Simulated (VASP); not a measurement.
# SrO in VASP: a series of runs

SrO is run at these levels: PBE, r2SCAN; tasks: single point.

All numbers are computed with VASP 6.6.1; they aren't measurements. Logs are shortened: lines on timing, memory, paths and dates and some standing lists are left out, and cuts for length are marked.

## (1) The cell of the first run

It takes space group I-4m2 (No. 119, tetragonal). Conventional cell: a = 3.962 Å, b = 3.962 Å, c = 5.585 Å, α = 90.00°, β = 90.00°, γ = 90.00°. Sr (site symmetry -4m2) has 4 O at 2.42 Å within 3.2 Å. Within 3.2 Å of O (site symmetry -4m2) lie 4 Sr at 2.42 Å.

## (2) Single point, PBE (biaxial xy strain +0.3%)

INCAR

```
  ALGO = Normal
  EDIFF = 1E-6
  ENCUT = 600
  GGA = PE
  GGA_COMPAT = F
  ISIF = 2
  ISMEAR = -1
  LASPH = T
  LCHARG = F
  LREAL = F
  LWAVE = F
  NBANDS = 15
  NELM = 120
  PREC = Accurate
  SIGMA = 0.02
```

KPOINTS

```
k-points
0
Gamma
  8 8 8
```

POSCAR

```
SrO
1.0
    0.0000000000      2.8012158146      2.7922805169
    2.8012158146      0.0000000000      2.7922805169
    2.8012158146      2.8012158146      0.0000000000
Sr O
1 1
Direct
    0.0000000000      0.0000000000      0.0000000000
    0.2500000000      0.2500000000      0.2500000000
```

Potentials or basis: VASP PAW PBE potentials, release 64 (Sr_sv, O).

Command:

```sh
> cat potpaw_PBE.64/Sr_sv/POTCAR potpaw_PBE.64/O/POTCAR > POTCAR
> mpirun -np 1 vasp_std > vasp.out
```

OUTCAR:

```text
EDIFF = 1E-6
   ENCUT = 600
   GGA = PE
   ISIF = 2
   ISMEAR = -1
   LASPH = T
   LREAL = F
   NELM = 120
   PREC = Accurate

 ion  position               nearest neighbor table
   1  0.000  0.000  0.000-   2 2.42   2 2.42   2 2.42   2 2.42
   2  0.250  0.250  0.250-   1 2.42   1 2.42   1 2.42   1 2.42

  LATTYP: Found a body centered tetragonal cell.
 ALAT       =     3.9615173961
 C/A-ratio  =     1.4097025143

  Lattice vectors:

 A1 = (   0.0000000000,  -2.8012158146,  -2.7922805169)
 A2 = (   0.0000000000,   2.8012158146,  -2.7922805169)
 A3 = (   2.8012158146,   0.0000000000,   2.7922805169)

Analysis of symmetry for initial positions (statically):
=====================================================================
 Subroutine PRICEL returns:
 Original cell was already a primitive cell.

 Routine SETGRP: Setting up the symmetry group for a
 body centered tetragonal supercell.

 Subroutine GETGRP returns: Found  8 space group operations
 (whereof  8 operations were pure point group operations)
 out of a pool of 16 trial point group operations.

The static configuration has the point symmetry D_2d.

Analysis of symmetry for dynamics (positions and initial velocities):
=====================================================================
 Subroutine PRICEL returns:
 Original cell was already a primitive cell.

 Routine SETGRP: Setting up the symmetry group for a
 body centered tetragonal supercell.

 Subroutine GETGRP returns: Found  8 space group operations
 (whereof  8 operations were pure point group operations)
 out of a pool of 16 trial point group operations.

The dynamic configuration has the point symmetry D_2d.

 Subroutine INISYM returns: Found  8 space group operations
 (whereof  8 operations are pure point group operations),
 and found     1 'primitive' translations

----------------------------------------------------------------------------------------

                                     Primitive cell

  volume of cell :      43.8210

  direct lattice vectors                    reciprocal lattice vectors
     0.000000000  2.801215815  2.792280517    -0.178493923  0.178493923  0.179065104
     2.801215815  0.000000000  2.792280517     0.178493923 -0.178493923  0.179065104
     2.801215815  2.801215815  0.000000000     0.178493923  0.178493923 -0.179065104

  length of vectors
     3.955204233  3.955204233  3.961517396     0.309490666  0.309490666  0.309490666

  position of ions in fractional coordinates (direct lattice)
     0.000000000  0.000000000  0.000000000
     0.250000000  0.250000000  0.250000000

  ion indices of the primitive-cell ions
   primitive index   ion index
                 1           1
                 2           2

----------------------------------------------------------------------------------------

 KPOINTS: k-points

Automatic generation of k-mesh.
 Grid dimensions read from file:
 generate k-points for:    8    8    8

 Generating k-lattice:

  Cartesian coordinates                     Fractional coordinates (reciprocal lattice)
    -0.022311740  0.022311740  0.022383138     0.125000000 -0.000000000  0.000000000
     0.022311740 -0.022311740  0.022383138    -0.000000000  0.125000000  0.000000000
     0.022311740  0.022311740 -0.022383138     0.000000000  0.000000000  0.125000000

  Length of vectors
     0.038686333  0.038686333  0.038686333

  Shift w.r.t. Gamma in fractional coordinates (k-lattice)
     0.000000000  0.000000000  0.000000000

 Subroutine IBZKPT returns following result:
 ===========================================

 Found     59 irreducible k-points:

 Following reciprocal coordinates:
            Coordinates               Weight
  0.000000  0.000000  0.000000      1.000000
  0.125000  0.000000  0.000000      8.000000
  0.250000  0.000000  0.000000      8.000000
  0.375000  0.000000  0.000000      8.000000
  0.500000  0.000000  0.000000      4.000000
  0.125000  0.125000  0.000000      2.000000
[... 16 lines left out ...]
  0.250000  0.000000  0.125000     16.000000
  0.375000 -0.000000  0.125000     16.000000
 [... further k-points ...]
   k-points           NKPTS =     59   k-points in BZ     NKDIM =     59   number of bands    NBANDS=     15
   number of dos      NEDOS =    301   number of ions     NIONS =      2
   total plane-waves  NPLWV =  32768
   dimension x,y,z NGX =    32 NGY =   32 NGZ =   32
   dimension x,y,z NGXF=    64 NGYF=   64 NGZF=   64
   ions per type =               1   1
   NGX,Y,Z   is equivalent  to a cutoff of  13.45, 13.45, 13.43 a.u.
   NGXF,Y,Z  is equivalent  to a cutoff of  26.90, 26.90, 26.86 a.u.
 SYSTEM =  unknown system
   PREC   = accura    normal or accurate (medium, high low for compatibility)
   ISTART =      0    job   : 0-new  1-cont  2-samecut
   ICHARG =      2    charge: 1-file 2-atom 10-const
   ISPIN  =      1    spin polarized calculation?
   LNONCOLLINEAR =      F non collinear calculations
   LSORBIT =      F    spin-orbit coupling
   LASPH  =      T    aspherical Exc in radial PAW
   ENCUT  =  600.0 eV  44.10 Ry    6.64 a.u.   7.90  7.90  7.91*2*pi/ulx,y,z
   NELM   =    120;   NELMIN=  2; NELMDL= -5     # of ELM steps
   EDIFF  = 0.1E-05   stopping-criterion for ELM
   LREAL  =      F    real-space projection
   EDIFFG = 0.1E-04   stopping-criterion for IOM
   NSW    =      0    number of steps for IOM
   IBRION =     -1    ionic relax: 0-MD 1-quasi-New 2-CG
   NFREE  =      0    steps in history (QN), initial steepest desc. (CG)
   ISIF   =      2    stress and relaxation
   ISYM   =      2    0-nonsym 1-usesym 2-fastsym
   POTIM  = 0.5000    time-step for ionic-motion
   TEBEG  =    0.0;   TEEND  =   0.0 temperature during run
   PSTRESS=    0.0 pullay stress
   NELECT =      16.0000    total number of electrons
   NUPDOWN=      -1.0000    fix difference up-down
   EMIN   =  10.00;   EMAX   =-10.00  energy-range for DOS
   EFERMI =   0.00;   METHOD = LEGACY
   ISMEAR =    -1;   SIGMA  =   0.02  broadening in eV -4-tet -1-fermi 0-gaus
   EFERMI_NEDOS =   21; number of points for ismear=-14 and -15
   IALGO  =     38    algorithm
   IMIX   =      4    mixing-type and parameters
     AMIX     =   0.40;   BMIX     =  1.00
     AMIX_MAG =   1.60;   BMIX_MAG =  1.00
  volume/ion in A,a.u.               =      21.91       147.86
  Fermi-wavevector in a.u.,A,eV,Ry     =   1.170094  2.211157 18.628009  1.369120
  Thomas-Fermi vector in A             =   2.306557
   LORBIT       =      0    0 simple, 1 ext, 2 COOP (PROOUT), +10 PAW based schemes
   GGA     = PE    functional components
   LHFCALC =     F    Hartree Fock is set to
   AEXX    =    0.0000 exact exchange contribution
   IVDW    =     0    specifies the selected vdW correction
   LEPSILON=     F    determine dielectric tensor
   LRPA    =     F    only Hartree local field effects (RPA)
 non-spin polarized calculation
  energy-cutoff  :      600.00
  volume of cell :       43.82
 maximum number of plane-waves:      1476
   NGX = 15   NGY = 15   NGZ = 15

 number of electron      16.0000004 magnetization

 Free energy of the ion-electron system (eV)
  ---------------------------------------------------
  ext. energy  EPLUGINS =         0.00000000
  ---------------------------------------------------
  free energy    TOTEN  =       -11.76555073 eV

  energy without entropy =      -11.76555073  energy(sigma->0) =      -11.76555073

 E-fermi :   0.7042     XC(G=0):  -8.5979

 val. band max:        0.2630880170   @ k =  -0.2500   0.2500   0.5000
 cond. band min:       2.7687804791   @ k =   0.0000   0.0000   0.0000
 fundamental gap:      2.5056924621
 Fermi energy:         0.7042439810

 k-point     1 :       0.0000    0.0000    0.0000
  band No.  band energies     occupation
      1     -31.9745      2.00000
      2     -14.5069      2.00000
      3     -13.8664      2.00000
      4     -13.8656      2.00000
      5     -13.8656      2.00000
      6      -0.5737      2.00000
      7      -0.5737      2.00000
      8      -0.5718      2.00000
      9       2.7688      0.00000
     10       8.2656      0.00000
     11       8.2992      0.00000
     12       9.5896      0.00000
     13       9.5896      0.00000
     14       9.6266      0.00000
     15      15.3246      0.00000

 k-point     2 :       0.1250    0.0000    0.0000
  band No.  band energies     occupation
      1     -31.9660      2.00000
      2     -14.8635      2.00000
      3     -13.8786      2.00000
      4     -13.8783      2.00000
      5     -13.5420      2.00000
      6      -0.6741      2.00000
      7      -0.5219      2.00000
      8      -0.5202      2.00000
      9       3.2791      0.00000
     10       7.9606      0.00000
     11       7.9884      0.00000
     12       9.2643      0.00000
     13       9.9559      0.00000
     14       9.9792      0.00000
     15      13.8450      0.00000

 k-point     3 :       0.2500    0.0000    0.0000
  band No.  band energies     occupation
      1     -31.9453      2.00000
      2     -15.3457      2.00000
      3     -13.9089      2.00000
      4     -13.9084      2.00000
      5     -13.1464      2.00000
      6      -0.7202      2.00000
      7      -0.4056      2.00000
      8      -0.4027      2.00000
      9       4.3404      0.00000
     10       7.6785      0.00000
     11       7.6978      0.00000
     12       8.5795      0.00000
     13      10.3165      0.00000
     14      10.3283      0.00000
     15      12.4014      0.00000

 k-point     4 :       0.3750    0.0000    0.0000
  band No.  band energies     occupation
      1     -31.9244      2.00000
      2     -15.6852      2.00000
      3     -13.9391      2.00000
      4     -13.9378      2.00000
      5     -12.9036      2.00000
      6      -0.5695      2.00000
      7      -0.3030      2.00000
      8      -0.2986      2.00000
      9       5.2091      0.00000
     10       7.7249      0.00000
     11       7.7373      0.00000
     12       7.8111      0.00000
     13      10.2605      0.00000
     14      10.2636      0.00000
     15      12.0774      0.00000
[... 307 lines left out ...]
 k-point    22 :       0.1250    0.0000    0.1250
  band No.  band energies     occupation
      1     -31.9632      2.00000
      2     -14.9395      2.00000
      3     -13.8995      2.00000
      4     -13.8981      2.00000
      5     -13.4438      2.00000
      6      -0.7772      2.00000
      7      -0.4665      2.00000
      8      -0.4613      2.00000
      9       3.4463      0.00000
     10       7.2906      0.00000
     11       8.4727      0.00000
     12       9.7541      0.00000
     13       9.7902      0.00000
     14       9.8007      0.00000
     15      14.3321      0.00000

 k-point    23 :       0.2500    0.0000    0.1250
  band No.  band energies     occupation
      1     -31.9465      2.00000
      2     -15.3065      2.00000
      3     -13.9372      2.00000
      4     -13.9339      2.00000
      5     -13.1193      2.00000
      6      -0.8595      2.00000
      7      -0.3585      2.00000
      8      -0.3355      2.00000
      9       4.3120      0.00000
     10       6.7304      0.00000
     11       8.4016      0.00000
     12       9.2244      0.00000
     13      10.1081      0.00000
     14      10.2940      0.00000
     15      13.0955      0.00000

 k-point    24 :       0.3750   -0.0000    0.1250
  band No.  band energies     occupation
      1     -31.9257      2.00000
      2     -15.6415      2.00000
      3     -13.9954      2.00000
      4     -13.9636      2.00000
      5     -12.8492      2.00000
      6      -0.7246      2.00000
      7      -0.2706      2.00000
      8      -0.2222      2.00000
      9       5.1395      0.00000
     10       6.6077      0.00000
     11       8.2641      0.00000
     12       8.6584      0.00000
     13      10.2158      0.00000
     14      10.5377      0.00000
     15      12.2346      0.00000

 [... further k-points ...]

------------------------ aborting loop because EDIFF is reached ----------------------------------------

  FORCE on cell =-STRESS in cart. coord.  units (eV):
  Direction    XX          YY          ZZ          XY          YZ          ZX
  --------------------------------------------------------------------------------------
  -------------------------------------------------------------------------------------
  Total        0.2533637      0.2533637      0.2630444      0.0000000      0.0000000      0.0000000
  in kB        9.2634524      9.2634524      9.6173949      0.0000000      0.0000000      0.0000000
  external PRESSURE =       9.3814332 kB  Pullay stress =       0.0000000 kB

 VOLUME and BASIS-vectors are now :
 -----------------------------------------------------------------------------
  energy-cutoff  :      600.00
  volume of cell :       43.82
      direct lattice vectors                 reciprocal lattice vectors
     0.000000000  2.801215815  2.792280517    -0.178493923  0.178493923  0.179065104
     2.801215815  0.000000000  2.792280517     0.178493923 -0.178493923  0.179065104
     2.801215815  2.801215815  0.000000000     0.178493923  0.178493923 -0.179065104

 POSITION                                       TOTAL-FORCE (eV/Angst)
 -----------------------------------------------------------------------------------
      0.00000      0.00000      0.00000        -0.000000     -0.000000      0.000000
      1.40061      1.40061      1.39614         0.000000      0.000000      0.000000
 -----------------------------------------------------------------------------------
    total drift:                               -0.000000     -0.000000     -0.000000

  FREE ENERGIE OF THE ION-ELECTRON SYSTEM (eV)
  ---------------------------------------------------
  free  energy   TOTEN  =       -11.7655507283 eV

  energy  without entropy=      -11.7655507283  energy(sigma->0) =      -11.76555073
```

Run time: 14 s. Hardware: 1 thread of Intel Xeon 6975P-C (Granite Rapids), shared host; peak memory 0.2 GiB.

Results:

- Free energy: -11.7656 eV
- Pressure: 0.9 GPa
- Band gap on the k mesh: 2.51 eV (least direct gap 3.34 eV)

Levels at points of the mesh, in eV from the valence-band top:
| k point | band 5 | band 6 | band 7 | band 8 | band 9 | band 10 | band 11 | band 12 |
| --- | --- | --- | --- | --- | --- | --- | --- | --- |
| (0.00, 0.00, 0.00) | -14.13 | -0.84 | -0.84 | -0.83 | 2.51 | 8.00 | 8.04 | 9.33 |
| (0.50, 0.00, 0.00) | -13.09 | -0.72 | -0.53 | -0.52 | 5.26 | 7.11 | 7.58 | 7.59 |
| (0.50, 0.50, 0.00) | -12.78 | -1.41 | -0.01 | -0.01 | 4.56 | 5.73 | 9.59 | 9.90 |
| (0.50, 0.00, 0.50) | -12.77 | -1.41 | -0.01 | -0.01 | 4.55 | 5.72 | 9.59 | 9.90 |

Caveat: the cell differs from its parent crystal (biaxial xy strain +0.3%).

(Part 1 of 3 ends here.)
